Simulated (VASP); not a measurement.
C, 2 atoms in the cell. The cell holds a slab with vacuum, 2 atoms: a = 2.825 Å, b = 2.553 Å, c = 8.524 Å, α = 90.00°, β = 90.00°, γ = 123.58°.  This cell differs from its parent crystal: strain +0.1500 x Voigt [1, 0, 0, 0, 0, 0].

- Program: VASP 6.6.1
- Task: single point
- Functional: PBE
- Dispersion: D3(BJ)
- Potentials or basis: VASP PAW PBE potentials, release 64 (C)
- Cutoff: 520 eV
- k mesh: 24 × 24 × 6
- Occupations: gaussian, width 0.15 eV
- Spin: no spin polarisation
- Dipole correction: no
- Further INCAR settings: ALGO = Normal; EDIFF = 1e-06; NBANDS = 11

Potentials or basis: VASP PAW PBE potentials, release 64 (C).

The run is started by

```console
$ cat potpaw_PBE.64/C/POTCAR > POTCAR
$ mpirun -np 1 vasp_std > vasp.out
```

Hardware: 1 thread of AMD EPYC 7R43 64-Core Processor (Zen 3), on a shared host.

Q: How long does it take, and how much memory?

A: Wall time 5.5 min on 1 thread of AMD EPYC 7R43 64-Core Processor (Zen 3), on a shared host, peak memory 0.36 GiB. Counts: scf iterations 15, k points 628.
